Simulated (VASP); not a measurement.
# Ba (Im-3m) in VASP: settings compared

The runs below take Ba through single point, with revPBE, PBEsol, BLYP, LDA.

Everything below comes from runs of VASP 6.6.1. Logs are shortened: lines on timing, memory, paths and dates and some standing lists are left out, and cuts for length are marked.

**1. The cell of the first run**

The structure is cubic, space group Im-3m (No. 229). The conventional cell has a = 5.013 Å, b = 5.013 Å, c = 5.013 Å, α = 90.00°, β = 90.00°, γ = 90.00°. Ba (site symmetry m-3m) has 14 Ba at 4.34 to 5.01 Å within 5.7 Å.

**2. Single point, revPBE**

INCAR

```
  PREC = Accurate
  ENCUT = 500
  EDIFF = 1E-6
  ISMEAR = -1
  SIGMA = 0.1
  LREAL = F
  LASPH = T
  NELM = 120
  ALGO = Normal
  ISIF = 2
  LWAVE = F
  LCHARG = T
  GGA = RE
  LELF = T
  LVHAR = T
  NBANDS = 11
  GGA_COMPAT = F
```

KPOINTS

```
regular mesh
0
Gamma
  7 7 7
```

POSCAR

```
Ba
1.0
   -2.5065000000      2.5065000000      2.5065000000
    2.5065000000     -2.5065000000      2.5065000000
    2.5065000000      2.5065000000     -2.5065000000
Ba
1
Direct
    0.0000000000      0.0000000000      0.0000000000
```

Potentials or basis: VASP PAW PBE potentials, release 64 (Ba_sv).

Run with:

```sh
$ cat potpaw_PBE.64/Ba_sv/POTCAR > POTCAR
$ mpirun -np 1 vasp_std > vasp.out
```

OUTCAR:

```text
PREC = Accurate
   ENCUT = 500
   EDIFF = 1E-6
   ISMEAR = -1
   LREAL = F
   LASPH = T
   NELM = 120
   ISIF = 2
   GGA = RE

 ion  position               nearest neighbor table
   1  0.000  0.000  0.000-

  LATTYP: Found a body centered cubic cell.
 ALAT       =     5.0130000000

  Lattice vectors:

 A1 = (  -2.5065000000,   2.5065000000,   2.5065000000)
 A2 = (   2.5065000000,  -2.5065000000,   2.5065000000)
 A3 = (   2.5065000000,   2.5065000000,  -2.5065000000)

Analysis of symmetry for initial positions (statically):
=====================================================================
 Subroutine PRICEL returns:
 Original cell was already a primitive cell.

 Routine SETGRP: Setting up the symmetry group for a
 body centered cubic supercell.

 Subroutine GETGRP returns: Found 48 space group operations
 (whereof 48 operations were pure point group operations)
 out of a pool of 48 trial point group operations.

The static configuration has the point symmetry O_h .

Analysis of symmetry for dynamics (positions and initial velocities):
=====================================================================
 Subroutine PRICEL returns:
 Original cell was already a primitive cell.

 Routine SETGRP: Setting up the symmetry group for a
 body centered cubic supercell.

 Subroutine GETGRP returns: Found 48 space group operations
 (whereof 48 operations were pure point group operations)
 out of a pool of 48 trial point group operations.

The dynamic configuration has the point symmetry O_h .

 Subroutine INISYM returns: Found 48 space group operations
 (whereof 48 operations are pure point group operations),
 and found     1 'primitive' translations

----------------------------------------------------------------------------------------

                                     Primitive cell

  volume of cell :      62.9888

  direct lattice vectors                    reciprocal lattice vectors
    -2.506500000  2.506500000  2.506500000     0.000000000  0.199481348  0.199481348
     2.506500000 -2.506500000  2.506500000     0.199481348  0.000000000  0.199481348
     2.506500000  2.506500000 -2.506500000     0.199481348  0.199481348  0.000000000

  length of vectors
     4.341385349  4.341385349  4.341385349     0.282109228  0.282109228  0.282109228

  position of ions in fractional coordinates (direct lattice)
     0.000000000  0.000000000  0.000000000

  ion indices of the primitive-cell ions
   primitive index   ion index
                 1           1

----------------------------------------------------------------------------------------

 KPOINTS: regular mesh

Automatic generation of k-mesh.
 Grid dimensions read from file:
 generate k-points for:    7    7    7

 Generating k-lattice:

  Cartesian coordinates                     Fractional coordinates (reciprocal lattice)
     0.000000000  0.028497335  0.028497335     0.142857143  0.000000000  0.000000000
     0.028497335  0.000000000  0.028497335     0.000000000  0.142857143  0.000000000
     0.028497335  0.028497335  0.000000000     0.000000000  0.000000000  0.142857143

  Length of vectors
     0.040301318  0.040301318  0.040301318

  Shift w.r.t. Gamma in fractional coordinates (k-lattice)
     0.000000000  0.000000000  0.000000000

 Subroutine IBZKPT returns following result:
 ===========================================

 Found     20 irreducible k-points:

 Following reciprocal coordinates:
            Coordinates               Weight
  0.000000  0.000000  0.000000      1.000000
  0.142857  0.000000  0.000000     12.000000
  0.285714  0.000000  0.000000     12.000000
  0.428571  0.000000  0.000000     12.000000
  0.142857  0.142857  0.000000     24.000000
  0.285714  0.142857  0.000000     48.000000
[... 12 lines left out ...]
 -0.428571 -0.428571  0.285714      8.000000
 -0.428571  0.428571  0.428571      6.000000
   k-points           NKPTS =     20   k-points in BZ     NKDIM =     20   number of bands    NBANDS=     11
   number of dos      NEDOS =    301   number of ions     NIONS =      1
   total plane-waves  NPLWV =  32768
   dimension x,y,z NGX =    32 NGY =   32 NGZ =   32
   dimension x,y,z NGXF=    64 NGYF=   64 NGZF=   64
   ions per type =               1
   NGX,Y,Z   is equivalent  to a cutoff of  12.25, 12.25, 12.25 a.u.
   NGXF,Y,Z  is equivalent  to a cutoff of  24.51, 24.51, 24.51 a.u.
 SYSTEM =  unknown system
   PREC   = accura    normal or accurate (medium, high low for compatibility)
   ISTART =      0    job   : 0-new  1-cont  2-samecut
   ICHARG =      2    charge: 1-file 2-atom 10-const
   ISPIN  =      1    spin polarized calculation?
   LNONCOLLINEAR =      F non collinear calculations
   LSORBIT =      F    spin-orbit coupling
   LASPH  =      T    aspherical Exc in radial PAW
   ENCUT  =  500.0 eV  36.75 Ry    6.06 a.u.   7.92  7.92  7.92*2*pi/ulx,y,z
   NELM   =    120;   NELMIN=  2; NELMDL= -5     # of ELM steps
   EDIFF  = 0.1E-05   stopping-criterion for ELM
   LREAL  =      F    real-space projection
   EDIFFG = 0.1E-04   stopping-criterion for IOM
   NSW    =      0    number of steps for IOM
   IBRION =     -1    ionic relax: 0-MD 1-quasi-New 2-CG
   NFREE  =      0    steps in history (QN), initial steepest desc. (CG)
   ISIF   =      2    stress and relaxation
   ISYM   =      2    0-nonsym 1-usesym 2-fastsym
   POTIM  = 0.5000    time-step for ionic-motion
   TEBEG  =    0.0;   TEEND  =   0.0 temperature during run
   PSTRESS=    0.0 pullay stress
   NELECT =      10.0000    total number of electrons
   NUPDOWN=      -1.0000    fix difference up-down
   EMIN   =  10.00;   EMAX   =-10.00  energy-range for DOS
   EFERMI =   0.00;   METHOD = LEGACY
   ISMEAR =    -1;   SIGMA  =   0.10  broadening in eV -4-tet -1-fermi 0-gaus
   EFERMI_NEDOS =   21; number of points for ismear=-14 and -15
   IALGO  =     38    algorithm
   IMIX   =      4    mixing-type and parameters
     AMIX     =   0.40;   BMIX     =  1.00
     AMIX_MAG =   1.60;   BMIX_MAG =  1.00
  volume/ion in A,a.u.               =      62.99       425.07
  Fermi-wavevector in a.u.,A,eV,Ry     =   0.886449  1.675146 10.691349  0.785792
  Thomas-Fermi vector in A             =   2.007617
   LORBIT       =      0    0 simple, 1 ext, 2 COOP (PROOUT), +10 PAW based schemes
   GGA     = RE    functional components
   LHFCALC =     F    Hartree Fock is set to
   AEXX    =    0.0000 exact exchange contribution
   IVDW    =     0    specifies the selected vdW correction
   LEPSILON=     F    determine dielectric tensor
   LRPA    =     F    only Hartree local field effects (RPA)
 non-spin polarized calculation
  energy-cutoff  :      500.00
  volume of cell :       62.99
 maximum number of plane-waves:      1621
   NGX = 15   NGY = 15   NGZ = 15

 number of electron      10.0000000 magnetization

 number of electron       9.9999999 magnetization

 Free energy of the ion-electron system (eV)
  ---------------------------------------------------
  ext. energy  EPLUGINS =         0.00000000
  ---------------------------------------------------
  free energy    TOTEN  =        -1.72798053 eV

  energy without entropy =       -1.68055894  energy(sigma->0) =       -1.70426974

 E-fermi :   1.7252     XC(G=0):  -7.3259

 val. band max:        1.7207227464   @ k =  -0.4286   0.4286   0.2857
 cond. band min:       2.0087231368   @ k =   0.2857   0.2857   0.1429
 fundamental gap:      0.2880003904
 Fermi energy:         1.7251636133

 k-point     1 :       0.0000    0.0000    0.0000
  band No.  band energies     occupation
      1     -27.1792      2.00000
      2     -12.1391      2.00000
      3     -12.1391      2.00000
      4     -12.1391      2.00000
      5      -1.0109      2.00000
      6       3.5893      0.00000
      7       3.5893      0.00000
      8       3.5893      0.00000
      9       4.9648      0.00000
     10       4.9648      0.00000
     11       8.6508      0.00000

 k-point     2 :       0.1429    0.0000    0.0000
  band No.  band energies     occupation
      1     -27.1712      2.00000
      2     -12.2301      2.00000
      3     -12.1672      2.00000
      4     -12.1397      2.00000
      5      -0.6420      2.00000
      6       3.3035      0.00000
      7       3.3692      0.00000
      8       3.9738      0.00000
      9       4.6520      0.00000
     10       4.9534      0.00000
     11       9.0212      0.00000

 k-point     3 :       0.2857    0.0000    0.0000
  band No.  band energies     occupation
      1     -27.1530      2.00000
      2     -12.4249      2.00000
      3     -12.2292      2.00000
      4     -12.1410      2.00000
      5       0.2264      2.00000
      6       2.7750      0.00006
      7       2.8036      0.00004
      8       4.8116      0.00000
      9       5.0663      0.00000
     10       5.0802      0.00000
     11       8.7028      0.00000

 k-point     4 :       0.4286    0.0000    0.0000
  band No.  band energies     occupation
      1     -27.1383      2.00000
      2     -12.5726      2.00000
      3     -12.2779      2.00000
      4     -12.1422      2.00000
      5       0.8038      1.99980
      6       2.4856      0.00100
      7       2.8390      0.00003
      8       4.9794      0.00000
      9       5.4268      0.00000
     10       6.5609      0.00000
     11       7.5639      0.00000

 k-point     5 :       0.1429    0.1429    0.0000
  band No.  band energies     occupation
      1     -27.1581      2.00000
      2     -12.3632      2.00000
      3     -12.2020      2.00000
      4     -12.1606      2.00000
      5       0.0024      2.00000
      6       2.8585      0.00002
      7       2.9650      0.00001
      8       4.4659      0.00000
      9       4.7559      0.00000
     10       5.2439      0.00000
     11       9.4023      0.00000
[... 155 lines left out ...]
 k-point    17 :      -0.2857    0.2857    0.2857
  band No.  band energies     occupation
      1     -27.1309      2.00000
      2     -12.4138      2.00000
      3     -12.3285      2.00000
      4     -12.3285      2.00000
      5       1.1593      1.99305
      6       2.1414      0.03067
      7       3.7964      0.00000
      8       3.7964      0.00000
      9       5.0067      0.00000
     10       5.1127      0.00000
     11       9.0239      0.00000

 k-point    18 :      -0.4286    0.4286    0.2857
  band No.  band energies     occupation
      1     -27.1186      2.00000
      2     -12.4943      2.00000
      3     -12.3820      2.00000
      4     -12.3391      2.00000
      5       1.5088      1.79379
      6       1.7207      1.02220
      7       3.8688      0.00000
      8       3.8925      0.00000
      9       5.6538      0.00000
     10       6.2070      0.00000
     11       8.3176      0.00000

 k-point    19 :      -0.4286   -0.4286    0.2857
  band No.  band energies     occupation
      1     -27.1128      2.00000
      2     -12.4635      2.00000
      3     -12.4635      2.00000
      4     -12.3504      2.00000
      5       1.5126      1.78671
      6       1.5126      1.78671
      7       3.6180      0.00000
      8       5.3166      0.00000
      9       5.3166      0.00000
     10       7.2135      0.00000
     11       7.5986      0.00000

 k-point    20 :      -0.4286    0.4286    0.4286
  band No.  band energies     occupation
      1     -27.1075      2.00000
      2     -12.4545      2.00000
      3     -12.4379      2.00000
      4     -12.4379      2.00000
      5       1.2894      1.97472
      6       1.2982      1.97241
      7       5.1798      0.00000
      8       5.1798      0.00000
      9       5.6081      0.00000
     10       6.2270      0.00000
     11       7.6074      0.00000

------------------------ aborting loop because EDIFF is reached ----------------------------------------

  FORCE on cell =-STRESS in cart. coord.  units (eV):
  Direction    XX          YY          ZZ          XY          YZ          ZX
  --------------------------------------------------------------------------------------
  -------------------------------------------------------------------------------------
  Total        0.2513606      0.2513606      0.2513606      0.0000000      0.0000000     -0.0000000
  in kB        6.3935895      6.3935895      6.3935895      0.0000000      0.0000000     -0.0000000
  external PRESSURE =       6.3935895 kB  Pullay stress =       0.0000000 kB

 VOLUME and BASIS-vectors are now :
 -----------------------------------------------------------------------------
  energy-cutoff  :      500.00
  volume of cell :       62.99
      direct lattice vectors                 reciprocal lattice vectors
    -2.506500000  2.506500000  2.506500000     0.000000000  0.199481348  0.199481348
     2.506500000 -2.506500000  2.506500000     0.199481348  0.000000000  0.199481348
     2.506500000  2.506500000 -2.506500000     0.199481348  0.199481348  0.000000000

 POSITION                                       TOTAL-FORCE (eV/Angst)
 -----------------------------------------------------------------------------------
      0.00000      0.00000      0.00000        -0.000000     -0.000000      0.000000
 -----------------------------------------------------------------------------------
    total drift:                                0.000000      0.000000     -0.000000

  FREE ENERGIE OF THE ION-ELECTRON SYSTEM (eV)
  ---------------------------------------------------
  free  energy   TOTEN  =        -1.7279805336 eV

  energy  without entropy=       -1.6805589429  energy(sigma->0) =       -1.70426974
```

Run time: 8.5 s. Hardware: 1 thread of Intel Xeon Platinum 8488C (Sapphire Rapids), shared host; peak memory 0.17 GiB.

What came out:

```
Free energy            : -1.7280 eV
Pressure               : 0.6 GPa
Band gap on the k mesh : zero (bands 5 and 6 overlap by 0.71 eV)
```

Levels at points of the mesh, in eV from the Fermi level:
| k point | band 2 | band 3 | band 4 | band 5 | band 6 | band 7 | band 8 | band 9 |
| --- | --- | --- | --- | --- | --- | --- | --- | --- |
| (0.00, 0.00, 0.00) | -13.86 | -13.86 | -13.86 | -2.74 | 1.86 | 1.86 | 1.86 | 3.24 |

Caveat: the PAW data sets were made with another functional, which shifts forces and pressure a little; spin-orbit coupling is left out, which moves the levels of the heavy elements.

(Part 1 of 2 ends here.)
